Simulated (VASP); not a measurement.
# TiO2 (P4_2/mnm) in VASP: single point with PBE+U

Aim: the single point of TiO2 with PBE+U.

Program: VASP 6.6.1. These are calculated values, not measurements. Logs are shortened: lines on timing, memory, paths and dates and some standing lists are left out, and cuts for length are marked.

## 1. The cell of the first run

Symmetry: P4_2/mnm, No. 136, tetragonal system. Conventional cell: a = 4.603 Å, b = 4.603 Å, c = 2.966 Å, α = 90.00°, β = 90.00°, γ = 90.00°. Ti (site symmetry mmm) has 6 O at 1.95 to 1.98 Å within 2.6 Å. Within 2.6 Å of O (site symmetry m2m) lie 3 Ti at 1.95 to 1.98 Å and 1 O at 2.55 Å.

## 2. Single point, PBE+U, collinear spin

Input file INCAR:

```
SYSTEM = TiO2
  ALGO = Normal
  EDIFF = 1E-6
  ENCUT = 520
  GGA = PE
  ISIF = 2
  ISMEAR = 0
  ISPIN = 2
  LASPH = .True.
  LCHARG = .False.
  LDAU = .True.
  LDAUJ = 0 0
  LDAUL = 2 -1
  LDAUPRINT = 1
  LDAUTYPE = 2
  LDAUU = 3 0
  LMAXMIX = 4
  LORBIT = 11
  LREAL = .False.
  LWAVE = .False.
  MAGMOM = 1 1 0 0 0 0
  NBANDS = 37
  NELM = 150
  PREC = Accurate
  SIGMA = 0.1
```

Input file KPOINTS:

```
k-points
0
Gamma
  5 5 7
  0 0 0
```

Input file POSCAR:

```
TiO2
1.0
    4.6030000000      0.0000000000      0.0000000000
    0.0000000000      4.6030000000      0.0000000000
    0.0000000000      0.0000000000      2.9660000000
Ti O
2 4
Direct
    0.0000000000      0.0000000000      0.0000000000
    0.5000000000      0.5000000000      0.5000000000
    0.3045000000      0.3045000000      0.0000000000
    0.1955000000      0.8045000000      0.5000000000
    0.6955000000      0.6955000000      0.0000000000
    0.8045000000      0.1955000000      0.5000000000
```

Potentials or basis: VASP PAW PBE potentials, release 64 (Ti_sv, O).

Command:

```console
$ cat potpaw_PBE.64/Ti_sv/POTCAR potpaw_PBE.64/O/POTCAR > POTCAR
$ mpirun -np 1 vasp_std > vasp.out
```

OUTCAR:

```text
SYSTEM = TiO2
   EDIFF = 1E-6
   ENCUT = 520
   GGA = PE
   ISIF = 2
   ISMEAR = 0
   ISPIN = 2
   LASPH = .True.
   LORBIT = 11
   LREAL = .False.
   NELM = 150
   PREC = Accurate

 ion  position               nearest neighbor table
   1  0.000  0.000  0.000-   4 1.95   6 1.95   4 1.95   6 1.95   5 1.98   3 1.98
   2  0.500  0.500  0.500-   3 1.95   5 1.95   3 1.95   5 1.95   4 1.98   6 1.98
   3  0.304  0.304  0.000-   2 1.95   2 1.95   1 1.98
   4  0.196  0.804  0.500-   1 1.95   1 1.95   2 1.98
   5  0.696  0.696  0.000-   2 1.95   2 1.95   1 1.98
   6  0.804  0.196  0.500-   1 1.95   1 1.95   2 1.98

  LATTYP: Found a simple tetragonal cell.
 ALAT       =     4.6030000000
 C/A-ratio  =     0.6443623724

  Lattice vectors:

 A1 = (   4.6030000000,   0.0000000000,   0.0000000000)
 A2 = (   0.0000000000,   4.6030000000,   0.0000000000)
 A3 = (   0.0000000000,   0.0000000000,   2.9660000000)

Analysis of symmetry for initial positions (statically):
=====================================================================
 Subroutine PRICEL returns:
 Original cell was already a primitive cell.

 Routine SETGRP: Setting up the symmetry group for a
 simple tetragonal supercell.

 Subroutine GETGRP returns: Found 16 space group operations
 (whereof  8 operations were pure point group operations)
 out of a pool of 16 trial point group operations.

The static configuration has the point symmetry D_2h.
 The point group associated with its full space group is D_4h.

Analysis of symmetry for dynamics (positions and initial velocities):
=====================================================================
 Subroutine PRICEL returns:
 Original cell was already a primitive cell.

 Routine SETGRP: Setting up the symmetry group for a
 simple tetragonal supercell.

 Subroutine GETGRP returns: Found 16 space group operations
 (whereof  8 operations were pure point group operations)
 out of a pool of 16 trial point group operations.

The dynamic configuration has the point symmetry D_2h.
 The point group associated with its full space group is D_4h.

Analysis of structural, dynamic, and magnetic symmetry:
=====================================================================
 Subroutine PRICEL returns:
 Original cell was already a primitive cell.

 Routine SETGRP: Setting up the symmetry group for a
 simple tetragonal supercell.

 Subroutine GETGRP returns: Found 16 space group operations
 (whereof  8 operations were pure point group operations)
 out of a pool of 16 trial point group operations.

The overall configuration has the point symmetry D_2h.
 The point group associated with its full space group is D_4h.

 Subroutine INISYM returns: Found 16 space group operations
 (whereof  8 operations are pure point group operations),
 and found     1 'primitive' translations

----------------------------------------------------------------------------------------

                                     Primitive cell

  volume of cell :      62.8424

  direct lattice vectors                    reciprocal lattice vectors
     4.603000000  0.000000000  0.000000000     0.217249620  0.000000000  0.000000000
     0.000000000  4.603000000  0.000000000     0.000000000  0.217249620  0.000000000
     0.000000000  0.000000000  2.966000000     0.000000000  0.000000000  0.337154417

[... 161 lines left out ...]
  o =  0.1052  v =  0.0000  0.0000  0.0000  0.0000  0.0000 -0.0000 -0.0000 -0.0000  0.0000  1.0000      0.0000  0.0000  0.0000  0.0000  0.0000  0.0000  0.0000  0.0000  0.0000  0.0000
  o =  0.1052  v =  0.0000  0.0000  0.0000  0.0000 -1.0000  0.0000  0.0000  0.0000  0.0000  0.0000      0.0000  0.0000  0.0000  0.0000  0.0000  0.0000  0.0000  0.0000  0.0000  0.0000
  o =  0.2476  v =  0.0000  0.0000  0.0000  0.0000  0.0000 -0.8351  0.0000  0.5500  0.0000 -0.0000      0.0000  0.0000  0.0000  0.0000  0.0000  0.0000  0.0000  0.0000  0.0000  0.0000
  o =  0.2476  v = -0.8351  0.0000  0.5500  0.0000 -0.0000  0.0000  0.0000  0.0000  0.0000  0.0000      0.0000  0.0000  0.0000  0.0000  0.0000  0.0000  0.0000  0.0000  0.0000  0.0000
  o =  0.2733  v =  0.0000  0.0000  0.0000  0.0000  0.0000  0.0000  0.7071  0.0000 -0.7071  0.0000      0.0000  0.0000  0.0000  0.0000  0.0000  0.0000  0.0000  0.0000  0.0000  0.0000
  o =  0.2733  v =  0.0000  0.7071  0.0000 -0.7071 -0.0000  0.0000  0.0000  0.0000  0.0000  0.0000      0.0000  0.0000  0.0000  0.0000  0.0000  0.0000  0.0000  0.0000  0.0000  0.0000

atom =   2  type =  1  l = 2

 onsite density matrix

spin component  1

  0.1984  0.0000  0.0747  0.0000 -0.0000
  0.0000  0.1883  0.0000  0.0850  0.0000
  0.0747  0.0000  0.1341  0.0000  0.0000
  0.0000  0.0850  0.0000  0.1883  0.0000
 -0.0000  0.0000  0.0000  0.0000  0.1052

spin component  2

  0.1984  0.0000  0.0747  0.0000 -0.0000
  0.0000  0.1883  0.0000  0.0850  0.0000
  0.0747  0.0000  0.1341  0.0000  0.0000
  0.0000  0.0850  0.0000  0.1883  0.0000
 -0.0000  0.0000  0.0000  0.0000  0.1052

 occupancies and eigenvectors

  o =  0.0849  v =  0.0000  0.0000  0.0000  0.0000  0.0000 -0.5500  0.0000  0.8351  0.0000 -0.0000      0.0000  0.0000  0.0000  0.0000  0.0000  0.0000  0.0000  0.0000  0.0000  0.0000
  o =  0.0849  v = -0.5500 -0.0000  0.8351  0.0000 -0.0000  0.0000  0.0000  0.0000  0.0000  0.0000      0.0000  0.0000  0.0000  0.0000  0.0000  0.0000  0.0000  0.0000  0.0000  0.0000
  o =  0.1033  v =  0.0000  0.0000  0.0000  0.0000  0.0000 -0.0000 -0.7071  0.0000  0.7071  0.0000      0.0000  0.0000  0.0000  0.0000  0.0000  0.0000  0.0000  0.0000  0.0000  0.0000
  o =  0.1033  v =  0.0000  0.7071  0.0000 -0.7071 -0.0000  0.0000  0.0000  0.0000  0.0000  0.0000      0.0000  0.0000  0.0000  0.0000  0.0000  0.0000  0.0000  0.0000  0.0000  0.0000
  o =  0.1052  v =  0.0000  0.0000  0.0000  0.0000  0.0000 -0.0000  0.0000  0.0000 -0.0000  1.0000      0.0000  0.0000  0.0000  0.0000  0.0000  0.0000  0.0000  0.0000  0.0000  0.0000
  o =  0.1052  v = -0.0000  0.0000  0.0000  0.0000  1.0000  0.0000  0.0000  0.0000  0.0000  0.0000      0.0000  0.0000  0.0000  0.0000  0.0000  0.0000  0.0000  0.0000  0.0000  0.0000
  o =  0.2476  v =  0.0000  0.0000  0.0000  0.0000  0.0000 -0.8351  0.0000 -0.5500  0.0000 -0.0000      0.0000  0.0000  0.0000  0.0000  0.0000  0.0000  0.0000  0.0000  0.0000  0.0000
  o =  0.2476  v = -0.8351 -0.0000 -0.5500  0.0000 -0.0000  0.0000  0.0000  0.0000  0.0000  0.0000      0.0000  0.0000  0.0000  0.0000  0.0000  0.0000  0.0000  0.0000  0.0000  0.0000
  o =  0.2733  v =  0.0000  0.0000  0.0000  0.0000  0.0000  0.0000  0.7071  0.0000  0.7071  0.0000      0.0000  0.0000  0.0000  0.0000  0.0000  0.0000  0.0000  0.0000  0.0000  0.0000
  o =  0.2733  v =  0.0000 -0.7071  0.0000 -0.7071  0.0000  0.0000  0.0000  0.0000  0.0000  0.0000      0.0000  0.0000  0.0000  0.0000  0.0000  0.0000  0.0000  0.0000  0.0000  0.0000

 number of electron      48.0000023 magnetization       0.0000011

 Free energy of the ion-electron system (eV)
  ---------------------------------------------------
  ext. energy  EPLUGINS =         0.00000000
  ---------------------------------------------------
  free energy    TOTEN  =       -49.64102655 eV

  energy without entropy =      -49.64102655  energy(sigma->0) =      -49.64102655

 E-fermi :   5.6073     XC(G=0): -11.3876

 val. band max:        5.0225095313   @ k =   0.0000   0.0000   0.0000
 cond. band min:       7.2393579220   @ k =   0.0000   0.0000   0.0000
 fundamental gap:      2.2168483908
 Fermi energy:         5.6072625364

 spin component 1

 k-point     1 :       0.0000    0.0000    0.0000
  band No.  band energies     occupation
      1     -52.7168      1.00000
      2     -52.7011      1.00000
      3     -28.9761      1.00000
      4     -28.9761      1.00000
      5     -28.8273      1.00000
      6     -28.8273      1.00000
[... 925 lines left out ...]
     35      16.5288      0.00000
     36      16.8367      0.00000
 Fermi energy:         5.6072625364

 spin component 2

 k-point     1 :       0.0000    0.0000    0.0000
  band No.  band energies     occupation
      1     -52.7169      1.00000
      2     -52.7011      1.00000
      3     -28.9761      1.00000
      4     -28.9761      1.00000
      5     -28.8273      1.00000
      6     -28.8273      1.00000
[... 925 lines left out ...]
     35      16.5288      0.00000
     36      16.8367      0.00000
 [bands above 36 left out]

------------------------ aborting loop because EDIFF is reached ----------------------------------------

  FORCE on cell =-STRESS in cart. coord.  units (eV):
  Direction    XX          YY          ZZ          XY          YZ          ZX
  --------------------------------------------------------------------------------------
  -------------------------------------------------------------------------------------
  Total        3.3835952      3.3835952      4.4231897      0.0000000      0.0000000      0.0000000
  in kB       86.2652499     86.2652499    112.7698624      0.0000000      0.0000000      0.0000000
  external PRESSURE =      95.1001207 kB  Pullay stress =       0.0000000 kB

 VOLUME and BASIS-vectors are now :
 -----------------------------------------------------------------------------
  energy-cutoff  :      520.00
  volume of cell :       62.84
      direct lattice vectors                 reciprocal lattice vectors
     4.603000000  0.000000000  0.000000000     0.217249620  0.000000000  0.000000000
     0.000000000  4.603000000  0.000000000     0.000000000  0.217249620  0.000000000
     0.000000000  0.000000000  2.966000000     0.000000000  0.000000000  0.337154417

 POSITION                                       TOTAL-FORCE (eV/Angst)
 -----------------------------------------------------------------------------------
      0.00000      0.00000      0.00000         0.000000     -0.000000      0.000000
      2.30150      2.30150      1.48300         0.000000     -0.000000      0.000000
      1.40161      1.40161      0.00000        -0.078306     -0.078306      0.000000
      0.89989      3.70311      1.48300         0.078306     -0.078306      0.000000
      3.20139      3.20139      0.00000         0.078306      0.078306      0.000000
      3.70311      0.89989      1.48300        -0.078306      0.078306      0.000000
 -----------------------------------------------------------------------------------
    total drift:                                0.000000      0.000000      0.000000

  FREE ENERGIE OF THE ION-ELECTRON SYSTEM (eV)
  ---------------------------------------------------
  free  energy   TOTEN  =       -49.6410265542 eV

  energy  without entropy=      -49.6410265542  energy(sigma->0) =      -49.64102655

 total charge

# of ion       s       p       d       tot
------------------------------------------
    1        2.228   6.310   1.601  10.139
    2        2.228   6.310   1.601  10.139
    3        1.571   3.522   0.000   5.093
    4        1.571   3.522   0.000   5.093
    5        1.571   3.522   0.000   5.093
    6        1.571   3.522   0.000   5.093
--------------------------------------------------
tot         10.740  26.709   3.202  40.650

 magnetization (x)

# of ion       s       p       d       tot
------------------------------------------
    1       -0.000   0.000   0.000  -0.000
    2       -0.000   0.000   0.000  -0.000
    3        0.000  -0.000   0.000  -0.000
    4        0.000  -0.000   0.000  -0.000
    5        0.000  -0.000   0.000  -0.000
    6        0.000  -0.000   0.000  -0.000
--------------------------------------------------
tot         -0.000  -0.000   0.000  -0.000
```

Run time: 71 s. Hardware: 1 thread of Intel Xeon Platinum 8488C (Sapphire Rapids), shared host; peak memory 0.24 GiB.

Results:

```
Free energy                                           : -49.6410 eV
Pressure                                              : 9.5 GPa
Largest force                                         : 0.111 eV/Å
Band gap on the k mesh                                : 2.22 eV
Net moment                                            : 0.00 μB per cell
Valence electrons inside the program's atomic spheres : Ti 10.14; O 5.09
```

Forces in eV/Å, atoms in the order of the input:
```
Ti   0.000  0.000  0.000
Ti   0.000  0.000  0.000
O   -0.078 -0.078  0.000
O    0.078 -0.078  0.000
O    0.078  0.078  0.000
O   -0.078  0.078  0.000
```

Stress tensor (GPa, compression positive):
```
 8.63  0.00  0.00
 0.00  8.63  0.00
 0.00  0.00 11.28
```

Eigenvalues of the final occupation matrices:
| site | spin | trace | eigenvalues |
| --- | --- | --- | --- |
| site 1 d | 1 | 0.81 | 0.08 0.10 0.11 0.25 0.27 |
| site 1 d | 2 | 0.81 | 0.08 0.10 0.11 0.25 0.27 |
| site 2 d | 1 | 0.81 | 0.08 0.10 0.11 0.25 0.27 |
| site 2 d | 2 | 0.81 | 0.08 0.10 0.11 0.25 0.27 |

Caveat: the cell stands under pressure; an odd mesh through Γ misses points on the zone boundary, where band edges can lie.
